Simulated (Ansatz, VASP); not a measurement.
# BaTiO3 in VASP and in Ansatz

POSCAR

```
BaTiO3
1.0
    2.8400536826      1.6397057581      2.3314328437
   -2.8400536826      1.6397057581      2.3314328437
    0.0000000000     -3.2794115163      2.3314328437
Ba Ti O
1 1 3
Direct
    0.0027851063      0.0027851063      0.0027851063
    0.5162478490      0.5162478490      0.5162478490
    0.4897536543      0.4897536543      0.9801597361
    0.4897536543      0.9801597361      0.4897536543
    0.9801597361      0.4897536543      0.4897536543
```

INCAR.step1

```
PREC = Accurate
ENCUT = 660
ISMEAR = 0
SIGMA = 0.02
LREAL = F
LASPH = T
NELM = 120
NBANDS = 28
GGA = PE
ALGO = Normal
EDIFF = 1E-5
LWAVE = T
LCHARG = F
GGA_COMPAT = F
```

File INCAR.step2:

```
PREC = Accurate
ENCUT = 660
EDIFF = 1E-6
ISMEAR = 0
SIGMA = 0.02
LREAL = F
LASPH = T
NELM = 120
ALGO = Normal
ISIF = 2
LWAVE = F
LCHARG = F
METAGGA = R2SCAN
LMIXTAU = T
NBANDS = 28
ISTART = 1
GGA_COMPAT = F
```

KPOINTS

```
Automatic mesh
0
Gamma
  6 6 6
```

Input for Ansatz:

```yaml
crystal:
  lattice:
    - [2.8400536829, 1.6397057584, 2.331432825]
    - [-2.8400536829, 1.6397057584, 2.331432825]
    - [0.0, -3.2794115167, 2.331432825]
  atoms:
    - { symbol: Ba, position: [0.0027851058, 0.0027851058, 0.0027851058] }
    - { symbol: Ti, position: [0.5162478475, 0.5162478475, 0.5162478475] }
    - { symbol: O, position: [0.4897536546, 0.4897536546, 0.9801597375] }
    - { symbol: O, position: [0.4897536546, 0.9801597375, 0.4897536546] }
    - { symbol: O, position: [0.9801597375, 0.4897536546, 0.4897536546] }
basis:
  ecutwfc: 500
kpoints:
  mp_grid: { grid: [6, 6, 6] }
  band_path: { path: [VBM, CBM], npoints: 2 }
hamiltonian:
  xc: r2scan
scf:
  occupations: { method: gaussian, width: 0.02 }
output:
  forces: false
  stress: false
  eigenvalues: true
checkpoint:
  read: start.run
  write: ck
  compress: false
  write_wavefunctions: false
  write_every: 100000
```

Alike in both runs: task single point; functional r2SCAN; k mesh 6 × 6 × 6; occupations gaussian, width 0.02 eV; no spin polarisation.

```csv
,VASP,Ansatz
version,VASP 6.6.1,Ansatz 0.2.0
potentials or method,"VASP PAW PBE potentials, release 64 (Ba_sv, Ti_sv, O), cutoff 660 eV","scalar-relativistic, plane waves, PAW"
valence electrons in the cell,40,40
```

VASP gave:

| Quantity | Value |
| --- | --- |
| gap on the k mesh at the Fermi level (eV) | 2.85 |
| least direct gap on the mesh (eV) | 3.31 |

Question: Estimate Ansatz's values.

Answer: gap on the k mesh at the Fermi level (eV): 2.87; least direct gap on the mesh (eV): 3.29.

VASP's potentials were made for PBE, not for r2SCAN.

Neither program's run includes spin-orbit coupling.
